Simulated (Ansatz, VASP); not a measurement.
One calculation of Bi, two programs

```
Bi
1.0
     4.53900    0.00000    0.00000
    -2.26950    3.93089    0.00000
     0.00000    0.00000   43.65800
Bi
5
Direct
  0.66667 0.33333 0.22905
  0.33333 0.66667 0.36453
  0.66667 0.33333 0.50000
  0.33333 0.66667 0.63547
  0.66667 0.33333 0.77095
```

Alike in both runs: task single point; functional PBE; k mesh 15 × 15 × 1; occupations gaussian, width 0.1 eV; no spin polarisation.

|  | VASP | Ansatz |
| --- | --- | --- |
| version | VASP 6.6.1 | Ansatz 0.2.0 |
| potentials or method | VASP PAW PBE potentials, release 64 (Bi_d), cutoff 400 eV | scalar-relativistic, plane waves, PAW |
| valence electrons in the cell | 75 | 75 |

|  | VASP | Ansatz | Ansatz less VASP |
| --- | --- | --- | --- |
| gap on the k mesh at the Fermi level (eV) | none | none | - |
| rms of the force components (eV/Å) | 0.012 | 0.012 | -0.0001 |

Atom by atom the forces differ by 0.000 eV/Å (rms over components). A gap of «none» marks a metal or a gap that the smearing closes. The functional is the same, so the differences come from potentials, cutoffs and numerics. Ansatz's warnings: published levels not confirmed, xc potential rough in thin density.

Spin-orbit coupling is off throughout.
